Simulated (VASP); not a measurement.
# BiH5 in VASP: notebook

BiH5 is run at these levels: PBE; tasks: single point.

Everything below comes from runs of VASP 6.6.1. Logs are shortened: lines on timing, memory, paths and dates and some standing lists are left out, and cuts for length are marked.

## Step 1: The cell of the first run

The cell holds a molecule in a box, 6 atoms: a = 12.110 Å, b = 12.730 Å, c = 11.700 Å, α = 90.00°, β = 90.00°, γ = 90.00°.

## Step 2: Single point, PBE

The input, INCAR:

```
PREC = Accurate
ENCUT = 520
EDIFF = 1E-6
ISMEAR = 0
SIGMA = 0.01
LREAL = F
LASPH = T
NELM = 100
ALGO = Normal
ISIF = 2
LWAVE = F
LCHARG = F
GGA = PE
NBANDS = 19
```

The input, KPOINTS:

```
regular mesh
0
Gamma
  1 1 1
```

The input, POSCAR:

```
BiH5
1.0
   12.1100000000      0.0000000000      0.0000000000
    0.0000000000     12.7300000000      0.0000000000
    0.0000000000      0.0000000000     11.7000000000
Bi H
1 5
Direct
    0.5001643300      0.5001798900      0.4613803400
    0.5001643300      0.5001798900      0.6150564100
    0.6287349300      0.5001798900      0.3846153800
    0.5001643300      0.6468641000      0.4614136800
    0.3715937200      0.5001798900      0.3846153800
    0.5001643300      0.3534956800      0.4614136800
```

Potentials or basis: VASP PAW PBE potentials, release 64 (Bi_d, H).

Started as:

```
$ cat potpaw_PBE.64/Bi_d/POTCAR potpaw_PBE.64/H/POTCAR > POTCAR
$ mpirun -np 1 vasp_gam > vasp.out
```

OUTCAR:

```text
PREC = Accurate
   ENCUT = 520
   EDIFF = 1E-6
   ISMEAR = 0
   LREAL = F
   LASPH = T
   NELM = 100
   ISIF = 2
   GGA = PE

 ion  position               nearest neighbor table
   1  0.500  0.500  0.461-   3 1.80   5 1.80   2 1.80   6 1.87   4 1.87
   2  0.500  0.500  0.615-   1 1.80
   3  0.629  0.500  0.385-   1 1.80
   4  0.500  0.647  0.461-   1 1.87
   5  0.372  0.500  0.385-   1 1.80
   6  0.500  0.353  0.461-   1 1.87

  LATTYP: Found a simple orthorhombic cell.
 ALAT       =    11.7000000000
 B/A-ratio  =     1.0350427350
 C/A-ratio  =     1.0880341880

  Lattice vectors:

 A1 = (   0.0000000000,   0.0000000000,  11.7000000000)
 A2 = (  12.1100000000,   0.0000000000,   0.0000000000)
 A3 = (   0.0000000000,  12.7300000000,   0.0000000000)

Analysis of symmetry for initial positions (statically):
=====================================================================
 Subroutine PRICEL returns:
 Original cell was already a primitive cell.

 Routine SETGRP: Setting up the symmetry group for a
 simple orthorhombic supercell.

 Subroutine GETGRP returns: Found  4 space group operations
 (whereof  1 operations were pure point group operations)
 out of a pool of  8 trial point group operations.

The static configuration has the point symmetry C_1 .
 The point group associated with its full space group is C_2v.

Analysis of symmetry for dynamics (positions and initial velocities):
=====================================================================
 Subroutine PRICEL returns:
 Original cell was already a primitive cell.

 Routine SETGRP: Setting up the symmetry group for a
 simple orthorhombic supercell.

 Subroutine GETGRP returns: Found  4 space group operations
 (whereof  1 operations were pure point group operations)
 out of a pool of  8 trial point group operations.

The dynamic configuration has the point symmetry C_1 .
 The point group associated with its full space group is C_2v.

 Subroutine INISYM returns: Found  4 space group operations
 (whereof  1 operations are pure point group operations),
 and found     1 'primitive' translations

----------------------------------------------------------------------------------------

                                     Primitive cell
[... 74 lines left out ...]
   NELM   =    100;   NELMIN=  2; NELMDL= -5     # of ELM steps
   EDIFF  = 0.1E-05   stopping-criterion for ELM
   LREAL  =      F    real-space projection
   EDIFFG = 0.1E-04   stopping-criterion for IOM
   NSW    =      0    number of steps for IOM
   IBRION =     -1    ionic relax: 0-MD 1-quasi-New 2-CG
   NFREE  =      0    steps in history (QN), initial steepest desc. (CG)
   ISIF   =      2    stress and relaxation
   ISYM   =      2    0-nonsym 1-usesym 2-fastsym
   POTIM  = 0.5000    time-step for ionic-motion
   TEBEG  =    0.0;   TEEND  =   0.0 temperature during run
   PSTRESS=    0.0 pullay stress
   NELECT =      20.0000    total number of electrons
   NUPDOWN=      -1.0000    fix difference up-down
   EMIN   =  10.00;   EMAX   =-10.00  energy-range for DOS
   EFERMI =   0.00;   METHOD = LEGACY
   ISMEAR =     0;   SIGMA  =   0.01  broadening in eV -4-tet -1-fermi 0-gaus
   EFERMI_NEDOS =   21; number of points for ismear=-14 and -15
   IALGO  =     38    algorithm
   IMIX   =      4    mixing-type and parameters
     AMIX     =   0.40;   BMIX     =  1.00
     AMIX_MAG =   1.60;   BMIX_MAG =  1.00
  volume/ion in A,a.u.               =     300.61      2028.63
  Fermi-wavevector in a.u.,A,eV,Ry     =   0.365061  0.689865  1.813241  0.133269
  Thomas-Fermi vector in A             =   1.288358
   LORBIT       =      0    0 simple, 1 ext, 2 COOP (PROOUT), +10 PAW based schemes
   GGA     = PE    functional components
   LHFCALC =     F    Hartree Fock is set to
   AEXX    =    0.0000 exact exchange contribution
   IVDW    =     0    specifies the selected vdW correction
   LEPSILON=     F    determine dielectric tensor
   LRPA    =     F    only Hartree local field effects (RPA)
 non-spin polarized calculation
 Gauss-broadening in eV      SIGMA  =   0.01
  energy-cutoff  :      520.00
  volume of cell :     1803.68
 maximum number of plane-waves:     24293
 NGX is ok and might be reduce to    90
   NGX = 45   NGY = 47   NGZ = 43

 number of electron      20.0000002 magnetization

 Free energy of the ion-electron system (eV)
  ---------------------------------------------------
  ext. energy  EPLUGINS =         0.00000000
  ---------------------------------------------------
  free energy    TOTEN  =       -16.13879319 eV

  energy without entropy =      -16.13879319  energy(sigma->0) =      -16.13879319

 E-fermi :  -4.8642     XC(G=0):  -0.7496

 val. band max:       -4.9758041023   @ k =   0.0000   0.0000   0.0000
 cond. band min:      -2.6213016998   @ k =   0.0000   0.0000   0.0000
 fundamental gap:      2.3545024026
 Fermi energy:        -4.8641749309

 k-point     1 :       0.0000    0.0000    0.0000
  band No.  band energies     occupation
      1     -27.4658      2.00000
      2     -27.4658      2.00000
      3     -27.3602      2.00000
      4     -27.2814      2.00000
      5     -27.2813      2.00000
      6     -16.2454      2.00000
[... 11 lines left out ...]
     18       0.8700      0.00000
     19       0.9908      0.00000

------------------------ aborting loop because EDIFF is reached ----------------------------------------

  FORCE on cell =-STRESS in cart. coord.  units (eV):
  Direction    XX          YY          ZZ          XY          YZ          ZX
  --------------------------------------------------------------------------------------
  -------------------------------------------------------------------------------------
  Total        0.4125618      0.4109957      0.4065094      0.0000000      0.0000000      0.0000000
  in kB        0.3664723      0.3650811      0.3610960      0.0000000      0.0000000      0.0000000
  external PRESSURE =       0.3642165 kB  Pullay stress =       0.0000000 kB

 VOLUME and BASIS-vectors are now :
 -----------------------------------------------------------------------------
  energy-cutoff  :      520.00
  volume of cell :     1803.68
      direct lattice vectors                 reciprocal lattice vectors
    12.110000000  0.000000000  0.000000000     0.082576383  0.000000000  0.000000000
     0.000000000 12.730000000  0.000000000     0.000000000  0.078554595  0.000000000
     0.000000000  0.000000000 11.700000000     0.000000000  0.000000000  0.085470085

 POSITION                                       TOTAL-FORCE (eV/Angst)
 -----------------------------------------------------------------------------------
      6.05699      6.36729      5.39815         0.000000      0.000000      0.007404
      6.05699      6.36729      7.19616         0.000000      0.000000      0.175213
      7.61398      6.36729      4.50000         0.156109      0.000000     -0.090971
      6.05699      8.23458      5.39854         0.000000      0.129893     -0.000338
      4.50000      6.36729      4.50000        -0.156109      0.000000     -0.090971
      6.05699      4.50000      5.39854         0.000000     -0.129893     -0.000338
 -----------------------------------------------------------------------------------
    total drift:                                0.000022     -0.000007      0.000063

  FREE ENERGIE OF THE ION-ELECTRON SYSTEM (eV)
  ---------------------------------------------------
  free  energy   TOTEN  =       -16.1387931882 eV

  energy  without entropy=      -16.1387931882  energy(sigma->0) =      -16.13879319
```

It took 3.9 min on 1 thread of Intel Xeon 8259CL, shared host; peak memory 1.2 GiB.

What came out:

```
Free energy                     : -16.1388 eV
Largest force                   : 0.181 eV/Å
Gap between the frontier levels : 2.35 eV
```

Forces in eV/Å, atoms in the order of the input:
```
Bi   0.000  0.000  0.007
H    0.000  0.000  0.175
H    0.156  0.000 -0.091
H    0.000  0.130  0.000
H   -0.156  0.000 -0.091
H    0.000 -0.130  0.000
```

Caveat: spin-orbit coupling is left out, which moves the levels of the heavy elements.

## Step 3: Single point, PBE, non-collinear spin, zero start, spin-orbit coupling

The input, INCAR:

```
SYSTEM = BiH5
  PREC = Accurate
  ENCUT = 520
  EDIFF = 1E-7
  ISMEAR = 0
  SIGMA = 0.01
  LREAL = .FALSE.
  LASPH = .TRUE.
  NELM = 150
  ALGO = Normal
  ISIF = 2
  LWAVE = .FALSE.
  LCHARG = .TRUE.
  LNONCOLLINEAR = .TRUE.
  MAGMOM = 0 0 0 0 0 0 0 0 0 0 0 0 0 0 0 0 0 0
  LORBIT = 11
  LSORBIT = .TRUE.
  GGA_COMPAT = .FALSE.
  LORBMOM = .TRUE.
  GGA = PE
  LVHAR = .TRUE.
  NBANDS = 36
```

The input, KPOINTS:

```
Automatic mesh
0
G
  1 1 1
  0 0 0
```

POSCAR is that of step 2.

Potentials or basis: VASP PAW PBE potentials, release 64 (Bi_d, H).

Started as:

```
$ cat potpaw_PBE.64/Bi_d/POTCAR potpaw_PBE.64/H/POTCAR > POTCAR
$ mpirun -np 1 vasp_ncl > vasp.out
```

It took 33 min on 1 thread of Intel Xeon 8259CL, shared host; peak memory 4 GiB.

It converged, with:

* Free energy: -16.7532 eV
* Largest force: 0.160 eV/Å
* Net moment: 0.00 μB per cell
* Valence electrons inside the program's atomic spheres: Bi 13.00; H 0.52

Forces on the atoms (eV/Å):
```
Bi   0.000  0.000  0.007
H    0.000  0.000  0.154
H    0.138  0.000 -0.080
H    0.000  0.124  0.000
H   -0.138  0.000 -0.080
H    0.000 -0.124  0.000
```

Moments on the atoms (μB; x, y, z):
```
Bi  0.00 0.00 0.00
H   0.00 0.00 0.00
H   0.00 0.00 0.00
H   0.00 0.00 0.00
H   0.00 0.00 0.00
H   0.00 0.00 0.00
```
